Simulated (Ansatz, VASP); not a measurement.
Two plane-wave programs on Cu

```
Cu
1.0
    -1.42740    1.42740    1.34108
     1.42740   -1.42740    1.34108
     2.85479    2.85479    0.00000
Cu
2
Direct
  0.02474 0.92120 0.00000
  0.47526 0.57880 0.50000
```

Change from the starting cell: mode 1 frozen in at -0.209 Å and mode 5 at -0.072 Å (largest displacements).

Alike in both runs: task single point; functional LDA; k mesh 20 × 20 × 12; occupations gaussian, width 0.15 eV; no spin polarisation.

|  | VASP | Ansatz |
| --- | --- | --- |
| version | VASP 6.6.1 | Ansatz 0.2.0 |
| potentials or method | VASP PAW LDA potentials, release 64 (Cu), cutoff 520 eV | scalar-relativistic, plane waves, PAW |
| valence electrons in the cell | 22 | 38 |

Ansatz gave:

| Quantity | Value |
| --- | --- |
| gap on the k mesh at the Fermi level (eV) | none |
| pressure (GPa) | 0.7 |
| traceless stress, the component that is largest in VASP (GPa) | -3.23 |
| rms of the force components (eV/Å) | 0.223 |

**Question.** What did VASP give for the same quantities?

**Answer.** gap on the k mesh at the Fermi level (eV): none; pressure (GPa): 1.6; traceless stress, the component that is largest in VASP (GPa): -3.22; rms of the force components (eV/Å): 0.224.

Ansatz warns that its potentials were made for another functional, while VASP's fit it. LDA's correlation is that of Perdew and Zunger in VASP and of Perdew and Wang (1992) in Ansatz. Atom by atom the forces differ by 0.001 eV/Å (rms over components). A gap of «none» marks a metal or a gap that the smearing closes. VASP's potentials hold 22 valence electrons a cell and Ansatz's 38, so a difference there can come from the potentials and not from the codes.
